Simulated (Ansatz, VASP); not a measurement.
**One calculation of W, two programs**

```
W
1.0
     4.62948    0.00000    0.00000
     0.00000    4.62948    0.00000
     0.00000    0.00000    5.43461
W
8
Direct
  0.00000 0.00000 0.00000
  0.50000 0.50000 0.50000
  0.00000 0.50000 0.25000
  0.00000 0.50000 0.75000
  0.25000 0.00000 0.50000
  0.75000 0.00000 0.50000
  0.50000 0.75000 0.00000
  0.50000 0.25000 0.00000
```

Change from the starting cell: strain -0.080 along x and y, +0.080 along z, atoms carried along.

Alike in both runs: task single point; functional PBEsol; k mesh 8 × 8 × 8; occupations gaussian, width 0.15 eV; no spin polarisation.

|  | VASP | Ansatz |
| --- | --- | --- |
| version | VASP 6.6.1 | Ansatz 0.2.0 |
| potentials or method | VASP PAW PBE potentials, release 64 (W_sv), cutoff 520 eV | scalar-relativistic, plane waves, PAW |
| valence electrons in the cell | 112 | 112 |

Ansatz gave:

- gap on the k mesh at the Fermi level (eV): none
- pressure (GPa): 42.8
- traceless stress, the component that is largest in VASP (GPa): -48.22
- rms of the force components (eV/Å): 0.274

Question: Which values does VASP return?

Answer: gap on the k mesh at the Fermi level (eV): none; pressure (GPa): 44.7; traceless stress, the component that is largest in VASP (GPa): -49.49; rms of the force components (eV/Å): 0.284.

VASP's potentials were made for PBE, not for PBEsol. Atom by atom the forces differ by 0.009 eV/Å (rms over components). A gap of «none» marks a metal or a gap that the smearing closes. Both programs put the cell under a high pressure, so it lies far from rest at this level. The functional is the same, so the differences come from potentials, cutoffs and numerics.

Neither program's run includes spin-orbit coupling.
